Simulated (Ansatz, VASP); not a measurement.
## Sc in VASP and in Ansatz

```xyz
2
Lattice="0.0000 3.1146 3.1146 3.1146 0.0000 3.1146 3.1146 3.1146 0.0000" Properties=species:S:1:pos:R:3 pbc="T T T"
Sc    0.7787    0.7787    0.7787
Sc    5.4506    5.4506    5.4506
```

Alike in both runs: task single point; functional LDA; k mesh 10 × 10 × 10; occupations fermi-dirac, width 0.1 eV; no spin polarisation.

```csv
,VASP,Ansatz
version,VASP 6.6.1,Ansatz 0.2.0
potentials or method,"VASP PAW LDA potentials, release 64 (Sc_sv), cutoff 520 eV","plane waves (420 eV) with PAW, scalar-relativistic"
valence electrons in the cell,22,22
```

```tsv
	VASP	Ansatz	Ansatz less VASP
pressure (GPa)	-1.2	-1.2	-0.02
```

Ansatz warns that its potentials were made for another functional, while VASP's fit it. LDA's correlation is that of Perdew and Zunger in VASP and of Perdew and Wang (1992) in Ansatz.
